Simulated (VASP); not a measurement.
SiC: single point with LDA

**Experimental background.**

From “Insight into the structural, elastic and electronic properties of a new orthorhombic 6O-SiC polytype”, 2020, pmc:7200658, for a bulk crystal of SiC: band gap 2.4 eV (indirect).

SiC:

```
Si C
1.0
     0.00000    2.16441    2.16441
     2.16441    0.00000    2.16441
     2.16441    2.16441    0.00000
Si C
1 1
Direct
  0.00000 0.00000 0.00000
  0.75000 0.75000 0.75000
```

| Quantity | Value |
| --- | --- |
| Program | VASP 6.6.1 |
| Task | single point |
| Functional | LDA |
| Potentials or basis | VASP PAW LDA potentials, release 64 (Si, C) |
| Cutoff | 600 eV |
| k mesh | 12 × 12 × 12 |
| Occupations | gaussian, width 0.02 eV |
| Spin | no spin polarisation |
| Dipole correction | no |
| Further INCAR settings | ALGO = Normal; EDIFF = 1e-06; NBANDS = 11 |

| Quantity | Value |
| --- | --- |
| Pressure | 0.3 GPa |
| Band gap on the k mesh | 1.29 eV, indirect (least direct gap 4.52 eV) |

Levels at points of the mesh, in eV from the valence-band top:
```
           k point  band 1  band 2  band 3  band 4  band 5  band 6  band 7  band 8  band 9
(0.00, 0.00, 0.00)  -15.47    0.00    0.00    0.00    6.53    7.33    7.33    7.33   14.58
(0.50, 0.00, 0.00)  -11.78   -8.67   -1.06   -1.06    5.57    7.21    7.21   10.03   16.18
(0.50, 0.50, 0.00)  -10.28   -7.88   -3.23   -3.23    1.29    4.26   14.06   14.06   14.82
```

Run time: 5.5 s on 1 thread of Intel(R) Xeon(R) 6975P-C (Granite Rapids), on a shared host, peak memory 0.13 GiB.

Against the measured gap of SiC, 2.4 eV (indirect; quoted in “Insight into the structural, elastic and electronic properties of a new orthorhombic 6O-SiC polytype”, 2020, pmc:7200658), the calculated 1.29 eV is off by -1.11 eV. The value is that of LDA on a finite k mesh, which can miss the band edges, without temperature or zero-point motion. Semilocal functionals fall short of measured gaps as a rule.
